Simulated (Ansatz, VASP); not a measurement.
# RbCd2 in VASP and in Ansatz

```
Rb Cd
1.0
     0.00000    4.68121    4.68121
     4.68121    0.00000    4.68121
     4.68121    4.68121    0.00000
Rb Cd
2 4
Direct
  0.00000 0.00000 0.00000
  0.25000 0.25000 0.25000
  0.62500 0.62500 0.62500
  0.12500 0.62500 0.62500
  0.62500 0.62500 0.12500
  0.62500 0.12500 0.62500
```

Alike in both runs: functional PBE; k mesh 8 × 8 × 8; occupations gaussian, width 0.1 eV; no spin polarisation.

Ansatz relaxed the structure, and its values are those at the end. VASP's run is a single point on that final structure, the one shown.

```csv
,VASP,Ansatz
version,VASP 6.6.1,Ansatz 0.2.0
potentials or method,"VASP PAW PBE potentials, release 64 (Rb_sv, Cd), cutoff 520 eV","scalar-relativistic, plane waves, PAW"
valence electrons in the cell,66,98
```

VASP gave:

| Property | Result |
| --- | --- |
| gap on the k mesh at the Fermi level (eV) | none |
| pressure (GPa) | 0.1 |

**Question.** Estimate Ansatz's values.

**Answer.** gap on the k mesh at the Fermi level (eV): none; pressure (GPa): 0.0.

A gap of «none» marks a metal or a gap that the smearing closes. With one functional, cell and mesh, what is left measures potentials, basis and numerics. VASP's potentials hold 66 valence electrons a cell and Ansatz's 98, so a difference there can come from the potentials and not from the codes.
